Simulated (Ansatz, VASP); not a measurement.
## Cd5O2 in VASP and in Ansatz

```
Cd O
1.0
     1.66988    0.96411   12.86953
    -1.66988    0.96411   12.86953
     0.00000   -1.92821   12.86953
Cd O
5 2
Direct
  0.60492 0.60492 0.60492
  0.19722 0.19722 0.19722
  0.80278 0.80278 0.80278
  0.39508 0.39508 0.39508
  0.00000 0.00000 0.00000
  0.90148 0.90148 0.90148
  0.09852 0.09852 0.09852
```

Alike in both runs: functional PBE; k mesh 6 × 6 × 6; occupations gaussian, width 0.2 eV; no spin polarisation.

Ansatz relaxed the structure, and its values are those at the end. VASP's run is a single point on that final structure, the one shown.

|  | VASP | Ansatz |
| --- | --- | --- |
| version | VASP 6.6.1 | Ansatz 0.2.0 |
| potentials or method | VASP PAW PBE potentials, release 64 (Cd, O), cutoff 520 eV | scalar-relativistic, plane waves, PAW |
| valence electrons in the cell | 72 | 112 |

Ansatz gave:

| Item | Value |
| --- | --- |
| gap on the k mesh at the Fermi level (eV) | none |
| pressure (GPa) | 0.0 |
| rms of the force components (eV/Å) | 0.022 |

Q: What did VASP give for the same quantities?

A: gap on the k mesh at the Fermi level (eV): none; pressure (GPa): 0.6; rms of the force components (eV/Å): 0.039.

A gap of «none» marks a metal or a gap that the smearing closes. With one functional, cell and mesh, what is left measures potentials, basis and numerics. VASP's potentials hold 72 valence electrons a cell and Ansatz's 112, so a difference there can come from the potentials and not from the codes.

The k mesh is coarse, so the values compare programs but aren't converged.
